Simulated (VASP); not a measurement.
# SbSe4: relaxation of cell and atoms with PBE

Crystal: SbSe4.

```
Sb Se
1.0
     3.54175   -3.85907    0.00000
     3.54175    3.85907    0.00000
     0.00000    0.00000    6.15429
Sb Se
1 4
Direct
  0.50000 0.50000 0.00000
  0.71211 0.71211 0.30283
  0.28789 0.28789 0.30283
  0.28789 0.28789 0.69717
  0.71211 0.71211 0.69717
```

The cell was generated, and may not be a known phase.

```json
{"Program": "VASP 6.6.1", "Task": "relaxation of cell and atoms", "Functional": "PBE", "Potentials or basis": "VASP PAW PBE potentials, release 64 (Sb, Se)", "Cutoff": "600 eV", "k mesh": "4 × 4 × 4", "Occupations": "gaussian, width 0.1 eV", "Spin": "no spin polarisation", "Dipole correction": "no", "Further INCAR settings": "ALGO = Normal; EDIFF = 1e-07; IBRION = 2; EDIFFG = -0.04; NSW = 90; ISIF = 3"}
```

The relaxed volume is 30.99 Å³/atom and the relaxed cell is a = 5.315 Å, b = 5.315 Å, c = 5.584 Å, α = 90.00°, β = 90.00°, γ = 79.13°. The space group after relaxing (to 0.1 Å) is Cmmm (No. 65). The energy gained by relaxing is 569.0 meV/atom. The ionic steps are 54 and the pressure after relaxing is -0.1 GPa. The largest force after relaxing is 0.025 eV/Å and the band gap on the k mesh is zero (an odd number of electrons rules out a gap without spin polarisation).

Forces on the atoms (eV/Å):
```
Sb   0.000  0.000  0.000
Se  -0.025  0.000 -0.003
Se   0.025  0.000 -0.003
Se   0.025  0.000  0.003
Se  -0.025  0.000  0.003
```

Stress tensor (GPa, compression positive):
```
 0.01  0.00  0.00
 0.00 -0.15  0.00
 0.00  0.00 -0.01
```

Step by step:
```csv
step,energy change (eV),largest force (eV/Å),pressure (GPa),volume (Å³)
1,0.0000,3.4486,11.56,168.23
3,-1.7312,1.0654,-1.66,197.69
5,-1.7374,1.1164,-1.06,195.15
7,-2.1439,0.6270,1.27,192.49
9,-2.2937,0.7208,-0.68,202.07
11,-2.4686,0.4286,-2.34,194.77
13,-2.6177,0.3229,-1.46,185.80
15,-2.7142,0.0971,0.38,171.91
17,-2.7206,0.0546,0.14,172.93
19,-2.7225,0.0483,-0.06,173.85
21,-2.7287,0.0802,0.41,174.22
23,-2.7346,0.0738,0.26,176.25
25,-2.7353,0.0779,0.20,177.23
27,-2.7384,0.0898,-0.20,178.16
29,-2.7440,0.1096,-0.08,177.45
31,-2.7455,0.1374,0.04,176.81
33,-2.7524,0.1982,0.13,176.48
35,-2.7570,0.1407,-0.24,176.78
37,-2.7576,0.1134,-0.42,176.93
39,-2.7699,0.1024,-0.42,174.25
41,-2.8133,0.1125,-0.17,162.27
43,-2.8086,0.1498,0.11,160.93
45,-2.8096,0.1482,0.22,158.48
47,-2.8212,0.1125,-0.05,155.88
49,-2.8377,0.2590,0.54,154.44
51,-2.8443,0.0517,0.04,154.96
53,-2.8446,0.0408,0.01,154.97
54,-2.8451,0.0252,-0.05,154.94
```

Final structure:
```
CELL_PARAMETERS angstrom
4.09747 -3.38569 0.00000
4.09747 3.38569 0.00000
0.00000 0.00000 5.58450
ATOMIC_POSITIONS crystal
Sb 0.50000 0.50000 0.00000
Se 0.78205 0.78205 0.29427
Se 0.21795 0.21795 0.29427
Se 0.21795 0.21795 0.70573
Se 0.78205 0.78205 0.70573
```

Levels at points of the mesh, in eV from the Fermi level:
```csv
k point,band 13,band 14,band 15,band 16,band 17,band 18
"(0.00, 0.00, 0.00)",-1.07,-0.62,-0.12,1.45,2.28,2.71
"(0.50, 0.00, 0.00)",-1.10,-0.26,-0.13,0.25,2.17,3.61
"(0.50, 0.50, 0.00)",-0.75,0.15,0.39,1.69,3.04,3.09
"(0.00, 0.00, 0.50)",-0.88,-0.80,-0.50,0.82,0.90,0.95
"(0.50, 0.00, 0.50)",-1.80,-1.11,-0.14,0.43,1.42,1.59
"(0.50, 0.50, 0.50)",-0.57,-0.51,0.50,1.21,1.29,1.36
```

Run time: 31 min on 1 thread of Intel(R) Xeon(R) 6975P-C (Granite Rapids), on a shared host, peak memory 0.34 GiB.

Caveat: spin-orbit coupling is left out, which moves the levels of the heavy elements.
